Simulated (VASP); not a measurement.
HfC:

```
Hf C
1.0
     0.00000    2.52211    2.52211
     2.52211    0.00000    2.52211
     2.52211    2.52211    0.00000
Hf C
1 1
Direct
  0.00000 0.00000 0.00000
  0.25000 0.25000 0.25000
```

Base run:

```yaml
Program: VASP 6.6.1
Functional: PBE
Potentials_or_basis: VASP PAW PBE potentials, release 64 (Hf_pv, C)
Cutoff: 520 eV
k_mesh: 12 × 12 × 12
Occupations: gaussian, width 0.05 eV
Spin: no spin polarisation
```

Its results: band gap on the k mesh 0.29 eV, direct; pressure -0.4 GPa.

Q: The run is repeated on the same cell with these changes: functional from PBE to PBEsol. What comes out?

A: Band gap on the k mesh 0.22 eV, direct; pressure -4.7 GPa.

PBEsol binds more tightly than PBE, so the same cell stands under less pressure.

Caveats: spin-orbit coupling is left out, which moves the levels of the heavy elements; the PAW data sets were made with another functional, which shifts forces and pressure a little (some runs).

A k mesh can miss the band edges.
